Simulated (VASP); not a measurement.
The system is HfBiH2.

```
CELL_PARAMETERS angstrom
3.71268 0.00000 0.00000
-1.85634 3.21528 0.00000
0.00000 0.00000 4.52336
ATOMIC_POSITIONS crystal
Hf 0.33333 0.66667 0.00000
Bi 0.66667 0.33333 0.50000
H 0.00000 0.00000 0.17285
H 0.00000 0.00000 0.82715
```

The cell was built from a structure type or drawn by symmetry, and may not be a known phase.

- Program: VASP 6.6.1
- Task: relaxation of cell and atoms
- Functional: PBE
- Potentials or basis: VASP PAW PBE potentials, release 64 (Hf_pv, Bi_d, H)
- Cutoff: 600 eV
- k mesh: 12 × 12 × 10
- Occupations: gaussian, width 0.1 eV
- Spin: no spin polarisation

At the start: pressure -0.6 GPa; volume 13.50 Å³/atom.

**Question.** How do energy, volume and symmetry change on relaxing?

**Answer.** Over 33 steps the energy falls by 183.8 meV/atom and the volume is 14.41 Å³/atom (+6.7 %); space group P-6m2 (No. 187, to 0.1 Å) before and after.

Step by step:
| step | energy change (eV) | largest force (eV/Å) | pressure (GPa) | volume (Å³) |
| --- | --- | --- | --- | --- |
| 1 | 0.0000 | 0.0362 | -0.60 | 54.00 |
| 2 | -0.0072 | 0.0325 | 0.11 | 53.60 |
| 3 | -0.0115 | 0.0273 | 1.30 | 52.98 |
| 4 | -0.0166 | 0.0318 | 0.71 | 53.34 |
| 5 | -0.0213 | 0.0387 | -0.25 | 53.99 |
| 6 | -0.0363 | 0.0673 | -1.73 | 55.27 |
| 7 | -0.1398 | 0.1531 | -4.17 | 57.71 |
| 8 | -0.4279 | 0.2709 | -7.92 | 62.09 |
| 9 | -0.3705 | 0.4703 | -7.48 | 68.97 |
| 10 | -0.4967 | 0.2841 | -9.07 | 65.11 |
| 11 | -0.4947 | 0.2565 | -8.80 | 63.81 |
| 12 | -0.4952 | 0.2576 | -8.80 | 63.85 |
| 13 | -0.4966 | 0.2607 | -8.84 | 63.97 |
| 14 | -0.4984 | 0.2671 | -8.93 | 64.20 |
| 15 | -0.4984 | 0.2799 | -9.05 | 64.66 |
| 16 | -0.4990 | 0.2720 | -8.99 | 64.38 |
| 17 | -0.5015 | 0.2711 | -8.95 | 64.34 |
| 18 | -0.5088 | 0.2683 | -8.83 | 64.23 |
| 19 | -0.5233 | 0.2626 | -8.61 | 63.99 |
| 20 | -0.5509 | 0.2510 | -8.13 | 63.53 |
| 21 | -0.6010 | 0.2267 | -7.12 | 62.61 |
| 22 | -0.6788 | 0.1740 | -4.86 | 60.80 |
| 23 | -0.7318 | 0.0495 | 0.84 | 57.27 |
| 24 | -0.7336 | 0.0714 | -0.19 | 57.82 |
| 25 | -0.7335 | 0.0665 | 0.04 | 57.69 |
| 26 | -0.7337 | 0.0625 | 0.05 | 57.68 |
| 27 | -0.7343 | 0.0507 | 0.08 | 57.64 |
| 28 | -0.7349 | 0.0269 | 0.14 | 57.56 |
| 29 | -0.7346 | 0.0213 | 0.26 | 57.40 |
| 30 | -0.7350 | 0.0104 | 0.18 | 57.51 |
| 31 | -0.7351 | 0.0109 | 0.04 | 57.59 |
| 32 | -0.7351 | 0.0111 | -0.01 | 57.62 |
| 33 | -0.7351 | 0.0092 | -0.01 | 57.63 |

Final structure:
```cif
data_structure
_symmetry_space_group_name_H-M 'P 1'
_symmetry_Int_Tables_number 1
_cell_length_a 3.2825
_cell_length_b 3.2825
_cell_length_c 6.1759
_cell_angle_alpha 90.000
_cell_angle_beta 90.000
_cell_angle_gamma 120.000
_cell_volume 57.63
loop_
_atom_site_label
_atom_site_type_symbol
_atom_site_fract_x
_atom_site_fract_y
_atom_site_fract_z
_atom_site_occupancy
Hf1 Hf 0.33333 0.66667 0.00000 1
Bi1 Bi 0.66667 0.33333 0.50000 1
H1 H 0.00000 0.00000 0.15147 1
H2 H 0.00000 0.00000 0.84852 1
```

Caveat: a cell axis changed by over 15 % at a fixed basis, so the end point is rough.
